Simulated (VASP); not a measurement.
Wanted: the native input for a VASP 6.6.1 run.

* Task: single point
* Functional: LDA
* Potentials or basis: VASP PAW LDA potentials, release 64 (F)
* Cutoff: 600 eV
* k mesh: 19 × 19 × 19
* Occupations: fermi-dirac, width 0.05 eV
* Spin: no spin polarisation
* Dipole correction: no
* Further INCAR settings: ALGO = Normal; EDIFF = 1e-06; NBANDS = 10

The structure of F lies in POSCAR:

```
F
1.0
    0.0000000000      1.4928999065      1.4928999065
    1.4928999065      0.0000000000      1.4928999065
    1.4928999065      1.4928999065      0.0000000000
F
1
Direct
    0.0000000000      0.0000000000      0.0000000000
```

The input as run:

INCAR

```
  PREC = Accurate
  ENCUT = 600
  EDIFF = 1E-6
  ISMEAR = -1
  SIGMA = 0.05
  LREAL = False
  LASPH = True
  NELM = 120
  ALGO = Normal
  ISIF = 2
  LWAVE = False
  LCHARG = False
  GGA = CA
  NBANDS = 10
  GGA_COMPAT = False
```

KPOINTS

```
Automatic mesh
0
Gamma
  19 19 19
```

Potentials or basis: VASP PAW LDA potentials, release 64 (F).

The run is started by

```bash
$ cat potpaw_LDA.64/F/POTCAR > POTCAR
$ mpirun -np 1 vasp_std > vasp.out
```

It gave:

```yaml
Pressure: 42.4 GPa
```

Caveat: an odd number of electrons without spin polarisation forces a metal; a magnetic or distorted state may lie lower.

It took 20 s on 1 thread of Intel Xeon 8259CL (shared host), peak memory 0.12 GiB.
